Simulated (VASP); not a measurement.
A run of VASP 6.6.1:

The input INCAR:

```
PREC     = Accurate       # precision mode
ENCUT    = 500            # plane-wave cutoff, eV
EDIFF    = 1E-6           # SCF threshold, eV
ISMEAR   = -1             # smearing method
SIGMA    = 0.05           # smearing width, eV
LREAL    = F              # projectors in reciprocal space
LASPH    = T              # aspherical terms in the spheres
NELM     = 120            # most SCF steps
ALGO     = Normal         # electronic algorithm
ISIF     = 2              # what is computed and relaxed
LWAVE    = F              # write WAVECAR
LCHARG   = F              # write CHGCAR
NBANDS   = 19             # bands
GGA_COMPAT= F
```

File KPOINTS:

```
Automatic mesh
0
Gamma
  18 18 10
```

File POSCAR:

```
Zr
1.0
    3.1465800692      0.0000000000      0.0000000000
   -1.5732900346      2.7250182750      0.0000000000
    0.0000000000      0.0000000000      5.0814389895
Zr
2
Direct
    0.3333333333      0.6666666667      0.2500000000
    0.6666666667      0.3333333333      0.7500000000
```

Potentials or basis: VASP PAW LDA potentials, release 64 (Zr_sv).

The run is started by

```bash
$ cat potpaw_LDA.64/Zr_sv/POTCAR > POTCAR
$ mpirun -np 1 vasp_std > vasp.out
```

Hardware: 1 thread of Oxide Virtual Turin-like Processor (shared host).

**Question.** How long does it take, and how much memory?

**Answer.** It took 2.6 min on 1 thread of Oxide Virtual Turin-like Processor, on a shared host, peak memory 0.22 GiB. Counts: scf iterations 12, k points 222.
